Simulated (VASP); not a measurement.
AlP (x), 2 atoms in the cell. Symmetry: F-43m, No. 216, cubic system. The conventional cell has a = 5.464 Å, b = 5.464 Å, c = 5.464 Å, α = 90.00°, β = 90.00°, γ = 90.00°. Al (site symmetry -43m) has 4 P at 2.37 Å within 3.1 Å. Within 3.1 Å of P (site symmetry -43m) lie 4 Al at 2.37 Å. 

| Quantity | Value |
| --- | --- |
| Program | VASP 6.6.1 |
| Task | single point |
| Functional | PBEsol |
| Potentials or basis | VASP PAW PBE potentials, release 64 (Al, P) |
| Cutoff | 500 eV |
| k mesh | 8 × 8 × 8 |
| Occupations | gaussian, width 0.01 eV |
| Spin | no spin polarisation |
| Dipole correction | no |
| Further INCAR settings | ALGO = Normal; EDIFF = 1e-06; NBANDS = 11 |

Potentials or basis: VASP PAW PBE potentials, release 64 (Al, P).

Run with:

```console
$ cat potpaw_PBE.64/Al/POTCAR potpaw_PBE.64/P/POTCAR > POTCAR
$ mpirun -np 1 vasp_std > vasp.out
```

Hardware: 1 thread of Intel Xeon 8259CL, on a shared host.

Estimate the wall time of this run.

Wall time 19 s on 1 thread of Intel Xeon 8259CL, on a shared host, peak memory 0.15 GiB. Counts: scf iterations 12, k points 29.
